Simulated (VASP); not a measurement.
Wanted: the native input for a VASP 6.6.1 run.

```yaml
Task: relaxation of cell and atoms
Functional: PBE
Potentials_or_basis: VASP PAW PBE potentials, release 64 (In_d)
Cutoff: 600 eV
k_mesh: 15 × 15 × 15
Occupations: fermi-dirac, width 0.08 eV
Spin: no spin polarisation
Target_pressure: 140 GPa
Dipole_correction: no
Further_INCAR_settings: ALGO = Normal; EDIFF = 1e-06; IBRION = 2; EDIFFG = -0.005; NSW = 60; ISIF = 3
```

The structure of In lies in POSCAR:

```
In
1.0
    2.4308286674      0.0000000000      0.0000000000
    0.0000000000      2.4308286674      0.0000000000
    0.0000000000      0.0000000000      2.4308286674
In
1
Direct
    0.0000000000      0.0000000000      0.0000000000
```

These files were run (other wordings do the same):

INCAR

```
SYSTEM = In
PREC = Accurate
ENCUT = 600
EDIFF = 1E-6
ISMEAR = -1
SIGMA = 0.08
LREAL = .False.
LASPH = .True.
NELM = 100
ALGO = Normal
ISIF = 3
LWAVE = .False.
LCHARG = .False.
GGA = PE
IBRION = 2
NSW = 60
EDIFFG = -0.005
PSTRESS = 1400.0
```

KPOINTS

```
Automatic mesh
0
Gamma
  15 15 15
  0 0 0
```

Potentials or basis: VASP PAW PBE potentials, release 64 (In_d).

The run is started by

```console
$ cat potpaw_PBE.64/In_d/POTCAR > POTCAR
$ mpirun -np 1 vasp_std > vasp.out
```

Results of the run:

* Relaxed volume: 14.56 Å³/atom
* Relaxed cell: a = 2.442 Å, b = 2.442 Å, c = 2.442 Å, α = 90.00°, β = 90.00°, γ = 90.00°
* Space group after relaxing (to 0.05 Å): Pm-3m (No. 221)
* Energy change on relaxing (the enthalpy is what falls): -172.1 meV/atom
* Ionic steps: 4
* Pressure after relaxing: 140.0 GPa

Caveat: the cell is relaxed towards a set pressure, so the enthalpy falls and the energy may rise.

Wall time 30 s on 1 thread of Intel Xeon 6975P-C (shared host), peak memory 0.15 GiB.
